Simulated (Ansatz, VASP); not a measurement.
## One calculation of SiC, two programs

The input INCAR:

```
SYSTEM = SiC
PREC = Accurate
ENCUT = 520
EDIFF = 1E-6
ISMEAR = 0
SIGMA = 0.05
LREAL = .False.
LASPH = .True.
NELM = 80
ALGO = Normal
ISIF = 2
LWAVE = .False.
LCHARG = .False.
GGA = PE
NBANDS = 16
```

The input KPOINTS:

```
regular mesh
0
Gamma
  12 12 6
  0 0 0
```

POSCAR

```
SiC
1.0
    3.0137421920      0.0000000000      0.0000000000
   -1.5068710960      2.6099772987      0.0000000000
    0.0000000000      0.0000000000      5.3409539127
Si C
2 2
Direct
    0.3333333333      0.6666666667      0.0045639005
    0.6666666667      0.3333333333      0.5045639005
    0.3333333333      0.6666666667      0.3506168194
    0.6666666667      0.3333333333      0.8506168194
```

Input for Ansatz:

```yaml
crystal:
  lattice:
    - [3.013742192, 0.0, 0.0]
    - [-1.506871096, 2.6099772987, 0.0]
    - [0.0, 0.0, 5.3409539127]
  atoms:
    - { symbol: Si, position: [0.3333333333, 0.6666666667, 0.0045639005] }
    - { symbol: Si, position: [0.6666666667, 0.3333333333, 0.5045639005] }
    - { symbol: C, position: [0.3333333333, 0.6666666667, 0.3506168194] }
    - { symbol: C, position: [0.6666666667, 0.3333333333, 0.8506168194] }
basis:
  ecutwfc: 520.0
kpoints:
  mp_grid: { grid: [12, 12, 6] }
hamiltonian:
  xc: pbe
  pseudopotentials: { kind: paw, azcp: { folder: soft_1 } }
scf:
  occupations: { method: gaussian, width: 0.05 }
output:
  forces: true
  stress: true
  eigenvalues: true
```

Alike in both runs: task single point; functional PBE; k mesh 12 × 12 × 6; occupations gaussian, width 0.05 eV; no spin polarisation.

|  | VASP | Ansatz |
| --- | --- | --- |
| version | VASP 6.6.1 | Ansatz 0.2.0 |
| potentials or method | VASP PAW PBE potentials, release 64 (Si, C), cutoff 520 eV | scalar-relativistic, plane waves, PAW |
| valence electrons in the cell | 16 | 16 |

Ansatz gave:

| Property | Result |
| --- | --- |
| gap on the k mesh at the Fermi level (eV) | 0.75 |
| least direct gap on the mesh (eV) | 3.59 |
| pressure (GPa) | -0.7 |
| traceless stress, the component that is largest in VASP (GPa) | -19.68 |
| rms of the force components (eV/Å) | 1.398 |

What did VASP give for the same quantities?

gap on the k mesh at the Fermi level (eV): 0.74; least direct gap on the mesh (eV): 3.59; pressure (GPa): -0.7; traceless stress, the component that is largest in VASP (GPa): -19.79; rms of the force components (eV/Å): 1.398.

Atom by atom the forces differ by 0.000 eV/Å (rms over components).
